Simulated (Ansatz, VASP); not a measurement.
**Two plane-wave programs on V3Sn**

File INCAR:

```
PREC     = Accurate       # precision mode
ENCUT    = 520            # plane-wave cutoff, eV
EDIFF    = 1E-6           # SCF threshold, eV
ISMEAR   = 0              # smearing method
SIGMA    = 0.1            # smearing width, eV
LREAL    = F              # projectors in reciprocal space
LASPH    = T              # aspherical terms in the spheres
NELM     = 150            # most SCF steps
ALGO     = Normal         # electronic algorithm
ISIF     = 2              # what is computed and relaxed
LWAVE    = F              # write WAVECAR
LCHARG   = T              # write CHGCAR
ISPIN    = 2              # spin polarisation
MAGMOM   = 0 0 0 0 0 0 0 0 # initial moments
LORBIT   = 11             # projections on sites
LMAXMIX  = 4              # l up to which the mixer works
LELF     = T              # ELF
LVHAR    = T            
NBANDS   = 67             # bands
```

The input KPOINTS:

```
Automatic mesh
0
Gamma
  5 5 5
```

Contents of POSCAR:

```
V3Sn
1.0
    4.9310000000      0.0000000000      0.0000000000
    0.0000000000      4.9310000000      0.0000000000
    0.0000000000      0.0000000000      4.9310000000
Sn V
2 6
Direct
    0.0000000000      0.0000000000      0.0000000000
    0.5000000000      0.5000000000      0.5000000000
    0.2500000000      0.0000000000      0.5000000000
    0.5000000000      0.7500000000      0.0000000000
    0.7500000000      0.0000000000      0.5000000000
    0.5000000000      0.2500000000      0.0000000000
    0.0000000000      0.5000000000      0.7500000000
    0.0000000000      0.5000000000      0.2500000000
```

Input for Ansatz:

```yaml
crystal:
  lattice:
    - [4.931, 0.0, 0.0]
    - [0.0, 4.931, 0.0]
    - [0.0, 0.0, 4.931]
  atoms:
    - { symbol: Sn, position: [0.0, 0.0, 0.0] }
    - { symbol: Sn, position: [0.5, 0.5, 0.5] }
    - { symbol: V, position: [0.25, 0.0, 0.5] }
    - { symbol: V, position: [0.5, 0.75, 0.0] }
    - { symbol: V, position: [0.75, 0.0, 0.5] }
    - { symbol: V, position: [0.5, 0.25, 0.0] }
    - { symbol: V, position: [0.0, 0.5, 0.75] }
    - { symbol: V, position: [0.0, 0.5, 0.25] }
hamiltonian:
  xc: lda
  pseudopotentials: { kind: paw }
basis:
  ecutwfc: 420
kpoints:
  mp_grid: { grid: [5, 5, 5] }
scf:
  occupations: { method: gaussian, width: 0.1 }
  lower_state_search: "off"
output:
  forces: true
  stress: true
magnetization:
  spin_polarized: true
```

Alike in both runs: task single point; functional LDA; k mesh 5 × 5 × 5; occupations gaussian, width 0.1 eV; collinear spin.

|  | VASP | Ansatz |
| --- | --- | --- |
| version | VASP 6.6.1 | Ansatz 0.2.0 |
| potentials or method | VASP PAW LDA potentials, release 64 (Sn_d, V_sv), cutoff 520 eV | PAW, plane waves, scalar-relativistic |
| valence electrons in the cell | 106 | 106 |

VASP gave:

```
pressure (GPa) : -7.9
```

Q: Estimate Ansatz's values.

A: Pressure (GPa): -8.3.

LDA's correlation is that of Perdew and Zunger in VASP and of Perdew and Wang (1992) in Ansatz. Ansatz's warnings: no starting moments, stability check not made.
